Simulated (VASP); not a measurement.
A run of VASP 6.6.1:

The input INCAR:

```
SYSTEM = TeF
PREC = Accurate
ENCUT = 520
EDIFF = 1E-7
ISMEAR = 0
SIGMA = 0.1
LREAL = .FALSE.
LASPH = .TRUE.
NELM = 80
ALGO = Normal
ISIF = 2
LWAVE = .FALSE.
LCHARG = .FALSE.
GGA = PE
NBANDS = 14
```

The input KPOINTS:

```
regular mesh
0
G
  6 6 6
  0 0 0
```

POSCAR

```
TeF
1.0
    0.0000000000      2.7942543000      3.0917318000
    2.6340740800      0.0000000000      3.0917318000
    2.6340740800      2.7942543000      0.0000000000
Te F
1 1
Direct
    0.0000000000      0.0000000000      0.0000000000
    0.5000000000      0.5000000000      0.5000000000
```

Potentials or basis: VASP PAW PBE potentials, release 64 (Te, F).

The run is started by

```console
$ cat potpaw_PBE.64/Te/POTCAR potpaw_PBE.64/F/POTCAR > POTCAR
$ mpirun -np 1 vasp_std > vasp.out
```

Hardware: 1 thread of Oxide Virtual Turin-like Processor, with other jobs on the host.

How long does it take, and how much memory?

Wall time 32 s on 1 thread of Oxide Virtual Turin-like Processor, on a shared host, peak memory 0.15 GiB. Counts: scf iterations 14, k points 46.
